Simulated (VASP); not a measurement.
Wanted: the native input for a VASP 6.6.1 run.

| Property | Result |
| --- | --- |
| Task | single point |
| Functional | PBE |
| Potentials or basis | VASP PAW PBE potentials, release 64 (B, Sb, P) |
| Cutoff | 520 eV |
| k mesh | 6 × 6 × 2 |
| Occupations | gaussian, width 0.1 eV |
| Spin | no spin polarisation |
| Dipole correction | no |
| Further INCAR settings | ALGO = Normal; EDIFF = 1e-06; NBANDS = 22 |

The structure of B2SbP3 lies in POSCAR:

```
B2SbP3
1.0
    3.6809220200      0.0000000000      0.0000000000
   -1.8404610100      3.1877719800      0.0000000000
    0.0000000000      0.0000000000      8.7334188600
B Sb P
2 1 3
Direct
    0.0000000000      0.0000000000      0.2630687600
    0.0000000000      0.0000000000      0.7369312400
    0.0000000000      0.0000000000      0.5000000000
    0.3333333300      0.6666666700      0.0000000000
    0.6666666700      0.3333333300      0.0000000000
    0.0000000000      0.0000000000      0.0000000000
```

These files were run (other wordings do the same):

INCAR

```
SYSTEM = B2SbP3
  PREC = Accurate
  ENCUT = 520
  EDIFF = 1E-6
  ISMEAR = 0
  SIGMA = 0.1
  LREAL = .False.
  LASPH = .True.
  NELM = 80
  ALGO = Normal
  ISIF = 2
  LWAVE = .False.
  LCHARG = .False.
  GGA = PE
  NBANDS = 22
```

KPOINTS

```
Automatic mesh
0
Gamma
  6 6 2
  0 0 0
```

Potentials or basis: VASP PAW PBE potentials, release 64 (B, Sb, P).

The run is started by

```bash
$ cat potpaw_PBE.64/B/POTCAR potpaw_PBE.64/Sb/POTCAR potpaw_PBE.64/P/POTCAR > POTCAR
$ mpirun -np 1 vasp_std > vasp.out
```

Results of the run:

```
Pressure               : 22.3 GPa
Largest force          : 2.500 eV/Å
Band gap on the k mesh : zero (band 13 reaches 7.18 eV, above the bottom of band 14 at 5.39 eV)
```

Caveat: spin-orbit coupling is left out, which moves the levels of the heavy elements; forces of over 1 eV/Å act on the atoms, so gaps and moduli don't describe the material at rest.

Wall time 20 s on 1 thread of AMD EPYC 9R45 96-Core Processor (Zen 5) (shared host), peak memory 0.19 GiB.
